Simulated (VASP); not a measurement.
# Pb in VASP: a series of runs

The runs below take Pb through single point, with PBEsol.

All numbers are computed with VASP 6.6.1; they aren't measurements. Logs are shortened: lines on timing, memory, paths and dates and some standing lists are left out, and cuts for length are marked.

## Step 1: The cell of the first run

The structure is tetragonal, space group I4/mmm (No. 139). The conventional cell has a = 3.493 Å, b = 3.493 Å, c = 4.816 Å, α = 90.00°, β = 90.00°, γ = 90.00°. Pb (site symmetry 4/mmm) has 12 Pb at 3.45 to 3.49 Å within 4.5 Å.

## Step 2: Single point, PBEsol (strain +0.000 along x and y, -0.025 along z)

INCAR

```
SYSTEM = Pb
PREC     = Accurate       ! precision mode
ENCUT    = 520            ! plane-wave cutoff, eV
EDIFF    = 1E-7           ! SCF threshold, eV
ISMEAR   = 0              ! smearing method
SIGMA    = 0.15           ! smearing width, eV
LREAL    = .FALSE.        ! projectors in reciprocal space
LASPH    = .TRUE.         ! aspherical terms in the spheres
NELM     = 80             ! most SCF steps
ALGO     = Normal         ! electronic algorithm
ISIF     = 2              ! what is computed and relaxed
LWAVE    = .FALSE.        ! write WAVECAR
LCHARG   = .FALSE.        ! write CHGCAR
GGA      = PS             ! functional
NBANDS   = 13             ! bands
```

KPOINTS

```
Automatic mesh
0
G
  16 16 16
  0 0 0
```

POSCAR

```
Pb
1.0
    0.0000000000      2.4698000000      2.4080550000
    2.4698000000      0.0000000000      2.4080550000
    2.4698000000      2.4698000000      0.0000000000
Pb
1
Direct
    0.0000000000      0.0000000000      0.0000000000
```

Potentials or basis: VASP PAW PBE potentials, release 64 (Pb_d).

Command:

```bash
$ cat potpaw_PBE.64/Pb_d/POTCAR > POTCAR
$ mpirun -np 1 vasp_std > vasp.out
```

OUTCAR:

```text
SYSTEM = Pb
   PREC = Accurate
   ENCUT = 520
   EDIFF = 1E-7
   ISMEAR = 0
   LREAL = .FALSE.
   LASPH = .TRUE.
   NELM = 80
   ISIF = 2
   GGA = PS

 ion  position               nearest neighbor table
   1  0.000  0.000  0.000-

  LATTYP: Found a body centered tetragonal cell.
 ALAT       =     3.4928246563
 C/A-ratio  =     1.3788582233

  Lattice vectors:

 A1 = (   0.0000000000,  -2.4698000000,  -2.4080550000)
 A2 = (   0.0000000000,   2.4698000000,  -2.4080550000)
 A3 = (   2.4698000000,   0.0000000000,   2.4080550000)

Analysis of symmetry for initial positions (statically):
=====================================================================
 Subroutine PRICEL returns:
 Original cell was already a primitive cell.

 Routine SETGRP: Setting up the symmetry group for a
 body centered tetragonal supercell.

 Subroutine GETGRP returns: Found 16 space group operations
 (whereof 16 operations were pure point group operations)
 out of a pool of 16 trial point group operations.

The static configuration has the point symmetry D_4h.

Analysis of symmetry for dynamics (positions and initial velocities):
=====================================================================
 Subroutine PRICEL returns:
 Original cell was already a primitive cell.

 Routine SETGRP: Setting up the symmetry group for a
 body centered tetragonal supercell.

 Subroutine GETGRP returns: Found 16 space group operations
 (whereof 16 operations were pure point group operations)
 out of a pool of 16 trial point group operations.

The dynamic configuration has the point symmetry D_4h.

 Subroutine INISYM returns: Found 16 space group operations
 (whereof 16 operations are pure point group operations),
 and found     1 'primitive' translations

----------------------------------------------------------------------------------------

                                     Primitive cell

  volume of cell :      29.3778

  direct lattice vectors                    reciprocal lattice vectors
     0.000000000  2.469800000  2.408055000    -0.202445542  0.202445542  0.207636453
     2.469800000  0.000000000  2.408055000     0.202445542 -0.202445542  0.207636453
     2.469800000  2.469800000  0.000000000     0.202445542  0.202445542 -0.207636453

  length of vectors
     3.449440668  3.449440668  3.492824656     0.353668336  0.353668336  0.353668336

  position of ions in fractional coordinates (direct lattice)
     0.000000000  0.000000000  0.000000000

  ion indices of the primitive-cell ions
   primitive index   ion index
                 1           1

----------------------------------------------------------------------------------------

 KPOINTS: Automatic mesh

Automatic generation of k-mesh.
 Grid dimensions read from file:
 generate k-points for:   16   16   16

 Generating k-lattice:

  Cartesian coordinates                     Fractional coordinates (reciprocal lattice)
    -0.012652846  0.012652846  0.012977278     0.062500000  0.000000000  0.000000000
     0.012652846 -0.012652846  0.012977278     0.000000000  0.062500000  0.000000000
     0.012652846  0.012652846 -0.012977278     0.000000000  0.000000000  0.062500000

  Length of vectors
     0.022104271  0.022104271  0.022104271

  Shift w.r.t. Gamma in fractional coordinates (k-lattice)
     0.000000000  0.000000000  0.000000000

 Subroutine IBZKPT returns following result:
 ===========================================

 Found    349 irreducible k-points:

 Following reciprocal coordinates:
            Coordinates               Weight
  0.000000  0.000000  0.000000      1.000000
  0.062500 -0.000000  0.000000      8.000000
  0.125000 -0.000000  0.000000      8.000000
  0.187500 -0.000000  0.000000      8.000000
  0.250000 -0.000000  0.000000      8.000000
  0.312500 -0.000000  0.000000      8.000000
[... 16 lines left out ...]
 -0.125000  0.062500  0.000000      8.000000
 -0.062500  0.062500  0.000000      4.000000
 [... further k-points ...]
   k-points           NKPTS =    349   k-points in BZ     NKDIM =    349   number of bands    NBANDS=     13
   number of dos      NEDOS =    301   number of ions     NIONS =      1
   total plane-waves  NPLWV =  21952
   dimension x,y,z NGX =    28 NGY =   28 NGZ =   28
   dimension x,y,z NGXF=    56 NGYF=   56 NGZF=   56
   ions per type =               1
   NGX,Y,Z   is equivalent  to a cutoff of  13.49, 13.49, 13.33 a.u.
   NGXF,Y,Z  is equivalent  to a cutoff of  26.99, 26.99, 26.65 a.u.
 SYSTEM =  Pb
   PREC   = accura    normal or accurate (medium, high low for compatibility)
   ISTART =      0    job   : 0-new  1-cont  2-samecut
   ICHARG =      2    charge: 1-file 2-atom 10-const
   ISPIN  =      1    spin polarized calculation?
   LNONCOLLINEAR =      F non collinear calculations
   LSORBIT =      F    spin-orbit coupling
   LASPH  =      T    aspherical Exc in radial PAW
   ENCUT  =  520.0 eV  38.22 Ry    6.18 a.u.   6.41  6.41  6.49*2*pi/ulx,y,z
   NELM   =     80;   NELMIN=  2; NELMDL= -5     # of ELM steps
   EDIFF  = 0.1E-06   stopping-criterion for ELM
   LREAL  =      F    real-space projection
   EDIFFG = 0.1E-05   stopping-criterion for IOM
   NSW    =      0    number of steps for IOM
   IBRION =     -1    ionic relax: 0-MD 1-quasi-New 2-CG
   NFREE  =      0    steps in history (QN), initial steepest desc. (CG)
   ISIF   =      2    stress and relaxation
   ISYM   =      2    0-nonsym 1-usesym 2-fastsym
   POTIM  = 0.5000    time-step for ionic-motion
   TEBEG  =    0.0;   TEEND  =   0.0 temperature during run
   PSTRESS=    0.0 pullay stress
   NELECT =      14.0000    total number of electrons
   NUPDOWN=      -1.0000    fix difference up-down
   EMIN   =  10.00;   EMAX   =-10.00  energy-range for DOS
   EFERMI =   0.00;   METHOD = LEGACY
   ISMEAR =     0;   SIGMA  =   0.15  broadening in eV -4-tet -1-fermi 0-gaus
   EFERMI_NEDOS =   21; number of points for ismear=-14 and -15
   IALGO  =     38    algorithm
   IMIX   =      4    mixing-type and parameters
     AMIX     =   0.40;   BMIX     =  1.00
     AMIX_MAG =   1.60;   BMIX_MAG =  1.00
  volume/ion in A,a.u.               =      29.38       198.25
  Fermi-wavevector in a.u.,A,eV,Ry     =   1.278726  2.416442 22.247435  1.635140
  Thomas-Fermi vector in A             =   2.411252
   LORBIT       =      0    0 simple, 1 ext, 2 COOP (PROOUT), +10 PAW based schemes
   GGA     = PS    functional components
   LHFCALC =     F    Hartree Fock is set to
   AEXX    =    0.0000 exact exchange contribution
   IVDW    =     0    specifies the selected vdW correction
   LEPSILON=     F    determine dielectric tensor
   LRPA    =     F    only Hartree local field effects (RPA)
 non-spin polarized calculation
 Gauss-broadening in eV      SIGMA  =   0.15
  energy-cutoff  :      520.00
  volume of cell :       29.38
 maximum number of plane-waves:       815
 NGX is ok and might be reduce to    28
   NGX = 13   NGY = 13   NGZ = 13

 number of electron      13.9999998 magnetization

 Free energy of the ion-electron system (eV)
  ---------------------------------------------------
  ext. energy  EPLUGINS =         0.00000000
  ---------------------------------------------------
  free energy    TOTEN  =        -4.00119844 eV

  energy without entropy =       -3.99660973  energy(sigma->0) =       -3.99890408

 E-fermi :   7.4953     XC(G=0): -10.4944

 val. band max:        7.4889400619   @ k =  -0.3750   0.3125   0.1875
 cond. band min:       7.5097990487   @ k =  -0.3125   0.1250   0.3125
 fundamental gap:      0.0208589867
 Fermi energy:         7.4953238104

 k-point     1 :       0.0000    0.0000    0.0000
  band No.  band energies     occupation
      1      -9.5644      2.00000
      2      -9.5644      2.00000
      3      -9.5306      2.00000
      4      -9.4124      2.00000
      5      -9.3822      2.00000
      6      -4.5288      2.00000
      7      15.0877      0.00000
      8      15.1429      0.00000
      9      15.1429      0.00000
     10      17.2486      0.00000
     11      19.1851      0.00000
     12      20.1711      0.00000
     13      20.1835      0.00000

 k-point     2 :       0.0625   -0.0000    0.0000
  band No.  band energies     occupation
      1      -9.5622      2.00000
      2      -9.5578      2.00000
      3      -9.5268      2.00000
      4      -9.4123      2.00000
      5      -9.3832      2.00000
      6      -4.4511      2.00000
      7      14.1373      0.00000
      8      15.0202      0.00000
      9      15.0301      0.00000
     10      17.0774      0.00000
     11      19.5997      0.00000
     12      20.3540      0.00000
     13      20.3601      0.00000

 k-point     3 :       0.1250   -0.0000    0.0000
  band No.  band energies     occupation
      1      -9.5593      2.00000
      2      -9.5421      2.00000
      3      -9.5156      2.00000
      4      -9.4093      2.00000
      5      -9.3841      2.00000
      6      -4.2172      2.00000
      7      12.2346      0.00000
      8      14.7347      0.00000
      9      14.7894      0.00000
     10      16.8607      0.00000
     11      20.2119      0.00000
     12      20.7744      0.00000
     13      20.8066      0.00000
[... 305 lines left out ...]
 k-point    23 :      -0.1250    0.0625    0.0000
  band No.  band energies     occupation
      1      -9.5658      2.00000
      2      -9.5323      2.00000
      3      -9.4986      2.00000
      4      -9.4211      2.00000
      5      -9.3704      2.00000
      6      -4.0424      2.00000
      7      11.5851      0.00000
      8      13.4822      0.00000
      9      15.1082      0.00000
     10      17.1377      0.00000
     11      19.5544      0.00000
     12      20.2149      0.00000
     13      20.2439      0.00000

 k-point    24 :      -0.0625    0.0625    0.0000
  band No.  band energies     occupation
      1      -9.5661      2.00000
      2      -9.5499      2.00000
      3      -9.5119      2.00000
      4      -9.4185      2.00000
      5      -9.3782      2.00000
      6      -4.3248      2.00000
      7      13.3377      0.00000
      8      14.0985      0.00000
      9      15.2116      0.00000
     10      17.0844      0.00000
     11      19.7139      0.00000
     12      20.2498      0.00000
     13      20.6573      0.00000

 [... further k-points ...]

------------------------ aborting loop because EDIFF is reached ----------------------------------------

  FORCE on cell =-STRESS in cart. coord.  units (eV):
  Direction    XX          YY          ZZ          XY          YZ          ZX
  --------------------------------------------------------------------------------------
  -------------------------------------------------------------------------------------
  Total        0.1434118      0.1434118      0.2434375      0.0000000      0.0000000      0.0000000
  in kB        7.8212403      7.8212403     13.2763334      0.0000000      0.0000000      0.0000000
  external PRESSURE =       9.6396047 kB  Pullay stress =       0.0000000 kB

 VOLUME and BASIS-vectors are now :
 -----------------------------------------------------------------------------
  energy-cutoff  :      520.00
  volume of cell :       29.38
      direct lattice vectors                 reciprocal lattice vectors
     0.000000000  2.469800000  2.408055000    -0.202445542  0.202445542  0.207636453
     2.469800000  0.000000000  2.408055000     0.202445542 -0.202445542  0.207636453
     2.469800000  2.469800000  0.000000000     0.202445542  0.202445542 -0.207636453

 POSITION                                       TOTAL-FORCE (eV/Angst)
 -----------------------------------------------------------------------------------
      0.00000      0.00000      0.00000         0.000000      0.000000     -0.000000
 -----------------------------------------------------------------------------------
    total drift:                               -0.000000     -0.000000     -0.000000

  FREE ENERGIE OF THE ION-ELECTRON SYSTEM (eV)
  ---------------------------------------------------
  free  energy   TOTEN  =        -4.0011984382 eV

  energy  without entropy=       -3.9966097271  energy(sigma->0) =       -3.99890408
```

Run time: 93 s. Hardware: 1 thread of Intel Xeon Platinum 8488C (Sapphire Rapids), shared host; peak memory 0.24 GiB.

What came out:

```
Free energy            : -4.0012 eV
Pressure               : 1.0 GPa
Band gap on the k mesh : zero (band 7 reaches 15.09 eV, above the bottom of band 8 at 5.64 eV)
```

Stress tensor (GPa, compression positive):
```
0.78 0.00 0.00
0.00 0.78 0.00
0.00 0.00 1.33
```

Caveat: the cell differs from its parent crystal (strain +0.000 along x and y, -0.025 along z); the PAW data sets were made with another functional, which shifts forces and pressure a little; spin-orbit coupling is left out, which moves the levels of the heavy elements.

(Part 1 of 2 ends here.)
